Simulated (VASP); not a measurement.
# ZrNbP2 (P6/mmm) in VASP: notebook

ZrNbP2 is run at these levels: PBE; tasks: relaxation of cell and atoms, single point.

Everything below comes from runs of VASP 6.6.1. Logs are shortened: lines on timing, memory, paths and dates and some standing lists are left out, and cuts for length are marked.

## Step 1: The cell of the first run

The structure is hexagonal, space group P6/mmm (No. 191). The conventional cell has a = 4.505 Å, b = 4.505 Å, c = 5.013 Å, α = 90.00°, β = 90.00°, γ = 120.00°. Within 3.3 Å of Zr (site symmetry 6/mmm) lie 2 Nb at 2.51 Å. Nb (site symmetry 6/mmm) has 2 Zr at 2.51 Å and 6 P at 2.60 Å within 3.3 Å. Within 3.4 Å of P (site symmetry -6m2) lie 3 P at 2.60 Å and 3 Nb at 2.60 Å.

## Step 2: Relaxation of cell and atoms, PBE

Input file INCAR:

```
SYSTEM = ZrNbP2
  PREC = Accurate
  ENCUT = 600
  EDIFF = 1E-6
  ISMEAR = 0
  SIGMA = 0.1
  LREAL = .False.
  LASPH = .True.
  NELM = 100
  ALGO = Normal
  ISIF = 3
  LWAVE = .False.
  LCHARG = .False.
  GGA = PE
  IBRION = 2
  NSW = 100
  EDIFFG = -0.01
```

Input file KPOINTS:

```
Automatic mesh
0
Gamma
  12 12 10
  0 0 0
```

Input file POSCAR:

```
ZrNbP2
1.0
    4.5052830231      0.0000000000      0.0000000000
   -2.2526415116      3.9016895493      0.0000000000
    0.0000000000      0.0000000000      5.0130187643
Zr Nb P
1 1 2
Direct
    0.0000000000      0.0000000000      0.0000000000
    0.0000000000      0.0000000000      0.5000000000
    0.3333333333      0.6666666667      0.5000000000
    0.6666666667      0.3333333333      0.5000000000
```

Potentials or basis: VASP PAW PBE potentials, release 64 (Zr_sv, Nb_sv, P).

Launch:

```console
$ cat potpaw_PBE.64/Zr_sv/POTCAR potpaw_PBE.64/Nb_sv/POTCAR potpaw_PBE.64/P/POTCAR > POTCAR
$ mpirun -np 1 vasp_std > vasp.out
```

OUTCAR:

```text
SYSTEM = ZrNbP2
   PREC = Accurate
   ENCUT = 600
   EDIFF = 1E-6
   ISMEAR = 0
   LREAL = .False.
   LASPH = .True.
   NELM = 100
   ISIF = 3
   GGA = PE
   IBRION = 2
   NSW = 100
   EDIFFG = -0.01

 ion  position               nearest neighbor table
   1  0.000  0.000  0.000-   2 2.51   2 2.51
   2  0.000  0.000  0.500-   1 2.51   1 2.51   4 2.60   3 2.60   4 2.60   3 2.60   4 2.60   3 2.60

   3  0.333  0.667  0.500-   4 2.60   2 2.60   4 2.60   2 2.60   2 2.60   4 2.60
   4  0.667  0.333  0.500-   3 2.60   2 2.60   3 2.60   2 2.60   2 2.60   3 2.60

  LATTYP: Found a hexagonal cell.
 ALAT       =     4.5052830231
 C/A-ratio  =     1.1126978568

  Lattice vectors:

 A1 = (   4.5052830231,   0.0000000000,   0.0000000000)
 A2 = (  -2.2526415116,   3.9016895493,   0.0000000000)
 A3 = (   0.0000000000,   0.0000000000,   5.0130187643)

Analysis of symmetry for initial positions (statically):
=====================================================================
 Subroutine PRICEL returns:
 Original cell was already a primitive cell.

 Routine SETGRP: Setting up the symmetry group for a
 hexagonal supercell.

 Subroutine GETGRP returns: Found 24 space group operations
 (whereof 24 operations were pure point group operations)
 out of a pool of 24 trial point group operations.

The static configuration has the point symmetry D_6h.

Analysis of symmetry for dynamics (positions and initial velocities):
=====================================================================
 Subroutine PRICEL returns:
 Original cell was already a primitive cell.

 Routine SETGRP: Setting up the symmetry group for a
 hexagonal supercell.

 Subroutine GETGRP returns: Found 24 space group operations
 (whereof 24 operations were pure point group operations)
 out of a pool of 24 trial point group operations.

The dynamic configuration has the point symmetry D_6h.

 Subroutine INISYM returns: Found 24 space group operations
 (whereof 24 operations are pure point group operations),
 and found     1 'primitive' translations

----------------------------------------------------------------------------------------

                                     Primitive cell

  volume of cell :      88.1199

  direct lattice vectors                    reciprocal lattice vectors
     4.505283023  0.000000000  0.000000000     0.221961638  0.128149612  0.000000000
    -2.252641512  3.901689549  0.000000000     0.000000000  0.256299223  0.000000000
     0.000000000  0.000000000  5.013018764     0.000000000  0.000000000  0.199480602

  length of vectors
     4.505283023  4.505283023  5.013018764     0.256299223  0.256299223  0.199480602

  position of ions in fractional coordinates (direct lattice)
     0.000000000  0.000000000  0.000000000
     0.000000000  0.000000000  0.500000000
     0.333333333  0.666666667  0.500000000
     0.666666667  0.333333333  0.500000000

  ion indices of the primitive-cell ions
   primitive index   ion index
                 1           1
                 2           2
                 3           3
                 4           4

----------------------------------------------------------------------------------------

 KPOINTS: Automatic mesh

Automatic generation of k-mesh.
 Grid dimensions read from file:
 generate k-points for:   12   12   10

 Generating k-lattice:

  Cartesian coordinates                     Fractional coordinates (reciprocal lattice)
     0.018496803  0.010679134  0.000000000     0.083333333 -0.000000000  0.000000000
     0.000000000  0.021358269  0.000000000     0.000000000  0.083333333  0.000000000
     0.000000000  0.000000000  0.019948060     0.000000000  0.000000000  0.100000000

  Length of vectors
     0.021358269  0.021358269  0.019948060

  Shift w.r.t. Gamma in fractional coordinates (k-lattice)
     0.000000000  0.000000000  0.000000000

 Subroutine IBZKPT returns following result:
 ===========================================

 Found    114 irreducible k-points:

 Following reciprocal coordinates:
            Coordinates               Weight
  0.000000  0.000000  0.000000      1.000000
  0.083333 -0.000000  0.000000      6.000000
  0.166667  0.000000  0.000000      6.000000
  0.250000 -0.000000  0.000000      6.000000
  0.333333 -0.000000  0.000000      6.000000
  0.416667  0.000000  0.000000      6.000000
[... 16 lines left out ...]
  0.250000 -0.000000  0.100000     12.000000
  0.333333 -0.000000  0.100000     12.000000
 [... further k-points ...]
   k-points           NKPTS =    114   k-points in BZ     NKDIM =    114   number of bands    NBANDS=     21
   number of dos      NEDOS =    301   number of ions     NIONS =      4
   total plane-waves  NPLWV =  51840
   dimension x,y,z NGX =    36 NGY =   36 NGZ =   40
   dimension x,y,z NGXF=    72 NGYF=   72 NGZF=   80
   ions per type =               1   1   2
   NGX,Y,Z   is equivalent  to a cutoff of  13.28, 13.28, 13.27 a.u.
   NGXF,Y,Z  is equivalent  to a cutoff of  26.57, 26.57, 26.53 a.u.
 SYSTEM =  ZrNbP2
   PREC   = accura    normal or accurate (medium, high low for compatibility)
   ISTART =      0    job   : 0-new  1-cont  2-samecut
   ICHARG =      2    charge: 1-file 2-atom 10-const
   ISPIN  =      1    spin polarized calculation?
   LNONCOLLINEAR =      F non collinear calculations
   LSORBIT =      F    spin-orbit coupling
   LASPH  =      T    aspherical Exc in radial PAW
   ENCUT  =  600.0 eV  44.10 Ry    6.64 a.u.   9.00  9.00 10.01*2*pi/ulx,y,z
   NELM   =    100;   NELMIN=  2; NELMDL= -5     # of ELM steps
   EDIFF  = 0.1E-05   stopping-criterion for ELM
   LREAL  =      F    real-space projection
   EDIFFG = -.1E-01   stopping-criterion for IOM
   NSW    =    100    number of steps for IOM
   IBRION =      2    ionic relax: 0-MD 1-quasi-New 2-CG
   NFREE  =      1    steps in history (QN), initial steepest desc. (CG)
   ISIF   =      3    stress and relaxation
   ISYM   =      2    0-nonsym 1-usesym 2-fastsym
   POTIM  = 0.5000    time-step for ionic-motion
   TEBEG  =    0.0;   TEEND  =   0.0 temperature during run
   PSTRESS=    0.0 pullay stress
   NELECT =      35.0000    total number of electrons
   NUPDOWN=      -1.0000    fix difference up-down
   EMIN   =  10.00;   EMAX   =-10.00  energy-range for DOS
   EFERMI =   0.00;   METHOD = LEGACY
   ISMEAR =     0;   SIGMA  =   0.10  broadening in eV -4-tet -1-fermi 0-gaus
   EFERMI_NEDOS =   21; number of points for ismear=-14 and -15
   IALGO  =     38    algorithm
   IMIX   =      4    mixing-type and parameters
     AMIX     =   0.40;   BMIX     =  1.00
     AMIX_MAG =   1.60;   BMIX_MAG =  1.00
  volume/ion in A,a.u.               =      22.03       148.67
  Fermi-wavevector in a.u.,A,eV,Ry     =   1.203389  2.274076 19.703219  1.448146
  Thomas-Fermi vector in A             =   2.339144
   LORBIT       =      0    0 simple, 1 ext, 2 COOP (PROOUT), +10 PAW based schemes
   GGA     = PE    functional components
   LHFCALC =     F    Hartree Fock is set to
   AEXX    =    0.0000 exact exchange contribution
   IVDW    =     0    specifies the selected vdW correction
   LEPSILON=     F    determine dielectric tensor
   LRPA    =     F    only Hartree local field effects (RPA)
 conjugate gradient relaxation of ions
 non-spin polarized calculation
 Gauss-broadening in eV      SIGMA  =   0.10
  energy-cutoff  :      600.00
  volume of cell :       88.12
 maximum number of plane-waves:      2976
 NGX is ok and might be reduce to    36
   NGX = 17   NGY = 17   NGZ = 21

--------------------------------------- Ionic step        1  -------------------------------------------

 number of electron      35.0000000 magnetization

 Free energy of the ion-electron system (eV)
  ---------------------------------------------------
  ext. energy  EPLUGINS =         0.00000000
  ---------------------------------------------------
  free energy    TOTEN  =       -27.18006128 eV

  energy without entropy =      -27.15417520  energy(sigma->0) =      -27.16711824

------------------------ aborting loop because EDIFF is reached ----------------------------------------

  FORCE on cell =-STRESS in cart. coord.  units (eV):
  Direction    XX          YY          ZZ          XY          YZ          ZX
  --------------------------------------------------------------------------------------
  -------------------------------------------------------------------------------------
  Total       -0.7004267     -0.7004267      1.6578357      0.0000000      0.0000000      0.0000000
  in kB      -12.7350068    -12.7350068     30.1424086      0.0000000      0.0000000      0.0000000
  external PRESSURE =       1.5574650 kB  Pullay stress =       0.0000000 kB
[... 137 lines left out ...]
  energy  without entropy=      -27.1875890870  energy(sigma->0) =      -27.19831705

--------------------------------------- Ionic step        5  -------------------------------------------

 number of electron      35.0000000 magnetization

 Free energy of the ion-electron system (eV)
  ---------------------------------------------------
  ext. energy  EPLUGINS =         0.00000000
  ---------------------------------------------------
  free energy    TOTEN  =       -27.20982632 eV

  energy without entropy =      -27.18820155  energy(sigma->0) =      -27.19901393

 E-fermi :   7.1887     XC(G=0): -10.1473

 val. band max:        7.1880966952   @ k =   0.0833   0.0833   0.2000
 cond. band min:       7.1889051764   @ k =   0.0833  -0.0000   0.5000
 fundamental gap:      0.0008084812
 Fermi energy:         7.1887347349

 k-point     1 :       0.0000    0.0000    0.0000
  band No.  band energies     occupation
      1     -46.9442      2.00000
      2     -42.5812      2.00000
      3     -23.6664      2.00000
      4     -23.1277      2.00000
      5     -23.1277      2.00000
      6     -20.6773      2.00000
[... 550 lines left out ...]
      5     -23.1328      2.00000
      6     -20.6918      2.00000
[... 13 lines left out ...]
     20       7.5621      0.00000
     21       8.4796      0.00000

 [... further k-points ...]
[... 5 lines left out ...]
  --------------------------------------------------------------------------------------
  -------------------------------------------------------------------------------------
  Total       -0.0049962     -0.0049962     -0.0061922      0.0000000      0.0000000      0.0000000
  in kB       -0.0898761     -0.0898761     -0.1113916      0.0000000      0.0000000      0.0000000
  external PRESSURE =      -0.0970479 kB  Pullay stress =       0.0000000 kB
[... 19 lines left out ...]
  FREE ENERGIE OF THE ION-ELECTRON SYSTEM (eV)
  ---------------------------------------------------
  free  energy   TOTEN  =       -27.2098263163 eV

  energy  without entropy=      -27.1882015489  energy(sigma->0) =      -27.19901393

 reached required accuracy - stopping structural energy minimisation
```

Run time: 15 min. Hardware: 1 thread of Intel Xeon Platinum 8259CL at 2.50GHz (Skylake/Cascade Lake), shared host; peak memory 0.44 GiB.

What came out:

| Item | Value |
| --- | --- |
| Free energy | -27.2098 eV |
| Relaxed volume | 22.27 Å³/atom |
| Relaxed cell | a = 4.470 Å, b = 4.470 Å, c = 5.148 Å, α = 90.00°, β = 90.00°, γ = 120.00° |
| Space group after relaxing (to 0.05 Å) | P6/mmm (No. 191) |
| Energy gained by relaxing | 7.4 meV/atom |
| Ionic steps | 5 |
| Pressure after relaxing | 0.0 GPa |

Step by step:
```tsv
step	energy change (eV)	largest force (eV/Å)	pressure (GPa)	volume (Å³)
1	0.0000	0.0000	0.16	88.12
2	-0.0277	0.0000	0.57	88.37
3	-0.0285	0.0000	0.63	88.41
4	-0.0290	0.0000	-0.48	89.59
5	-0.0298	0.0000	-0.01	89.06
```

Final structure:
```
Zr Nb P
1.0
     4.46965    0.00000    0.00000
    -2.23482    3.87083    0.00000
     0.00000    0.00000    5.14789
Zr Nb P
1 1 2
Direct
  0.00000 0.00000 0.00000
  0.00000 0.00000 0.50000
  0.33333 0.66667 0.50000
  0.66667 0.33333 0.50000
```

Levels at points of the mesh, in eV from the Fermi level:
| k point | band 13 | band 14 | band 15 | band 16 | band 17 | band 18 | band 19 | band 20 | band 21 |
| --- | --- | --- | --- | --- | --- | --- | --- | --- | --- |
| (0.00, 0.00, 0.00) | -3.78 | -2.83 | -1.70 | -1.70 | -1.43 | 0.31 | 0.31 | 0.76 | 0.76 |
| (0.50, 0.00, 0.00) | -3.72 | -2.54 | -2.03 | -1.52 | -1.27 | -0.27 | 1.45 | 1.65 | 1.71 |
| (0.00, 0.00, 0.50) | -5.13 | -0.64 | -0.64 | 0.11 | 0.11 | 0.25 | 0.25 | 0.51 | 0.71 |
| (0.50, 0.00, 0.50) | -3.55 | -2.76 | -1.41 | -0.44 | 0.48 | 0.89 | 0.99 | 1.11 | 1.43 |

## Step 3: Single point, PBE

Input file INCAR:

```
SYSTEM = ZrNbP2
  PREC = Accurate
  ENCUT = 520
  EDIFF = 1E-6
  ISMEAR = 0
  SIGMA = 0.1
  LREAL = .False.
  LASPH = .True.
  NELM = 100
  ALGO = Normal
  ISIF = 2
  LWAVE = .False.
  LCHARG = .False.
  GGA = PE
  NBANDS = 26
```

Input file KPOINTS:

```
Automatic mesh
0
Gamma
  6 6 4
  0 0 0
```

POSCAR is that of step 2.

Potentials or basis: VASP PAW PBE potentials, release 64 (Zr_sv, Nb_sv, P).

Launch:

```console
$ cat potpaw_PBE.64/Zr_sv/POTCAR potpaw_PBE.64/Nb_sv/POTCAR potpaw_PBE.64/P/POTCAR > POTCAR
$ mpirun -np 1 vasp_std > vasp.out
```

Wall time 62 s (1 thread of Intel Xeon Platinum 8259CL at 2.50GHz (Skylake/Cascade Lake), shared host); peak memory 0.24 GiB.

The run converged. Its results:

```
Free energy : -27.3278 eV
Pressure    : -0.2 GPa
```

Stress tensor (GPa, compression positive):
```
-0.42  0.00  0.00
 0.00 -0.42  0.00
 0.00  0.00  0.15
```

Levels at points of the mesh, in eV from the Fermi level:
```tsv
k point	band 13	band 14	band 15	band 16	band 17	band 18	band 19	band 20	band 21	band 22
(0.00, 0.00, 0.00)	-3.54	-2.87	-1.93	-1.93	-1.33	0.36	0.36	0.87	0.87	1.37
(0.50, 0.00, 0.00)	-3.61	-2.68	-2.22	-1.41	-1.09	-0.12	1.53	1.68	1.79	2.26
(0.00, 0.00, 0.50)	-5.03	-0.70	-0.70	0.09	0.09	0.26	0.26	0.77	0.89	1.02
(0.50, 0.00, 0.50)	-3.40	-2.71	-1.25	-0.44	0.51	0.98	1.13	1.38	1.42	1.71
```
